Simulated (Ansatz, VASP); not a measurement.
# Ba3Mo in VASP and in Ansatz

```
Ba Mo
1.0
     0.00000    3.91136    3.91136
     3.91136    0.00000    3.91136
     3.91136    3.91136    0.00000
Ba Mo
3 1
Direct
  0.25000 0.25000 0.25000
  0.75000 0.75000 0.75000
  0.50000 0.50000 0.50000
  0.00000 0.00000 0.00000
```

Change from the starting cell: species swapped into the VW3 type (Fm-3m, No. 225).

Alike in both runs: task single point; functional PBE; k mesh 4 × 4 × 4; occupations gaussian, width 0.1 eV; no spin polarisation.

|  | VASP | Ansatz |
| --- | --- | --- |
| version | VASP 6.6.1 | Ansatz 0.2.0 |
| potentials or method | VASP PAW PBE potentials, release 64 (Ba_sv, Mo_sv), cutoff 520 eV | scalar-relativistic, plane waves, PAW |
| valence electrons in the cell | 44 | 44 |

VASP gave:

* gap on the k mesh at the Fermi level (eV): none
* pressure (GPa): 6.9

Which values does Ansatz return?

gap on the k mesh at the Fermi level (eV): none; pressure (GPa): 5.2.

A gap of «none» marks a metal or a gap that the smearing closes.

Neither program's run includes spin-orbit coupling.
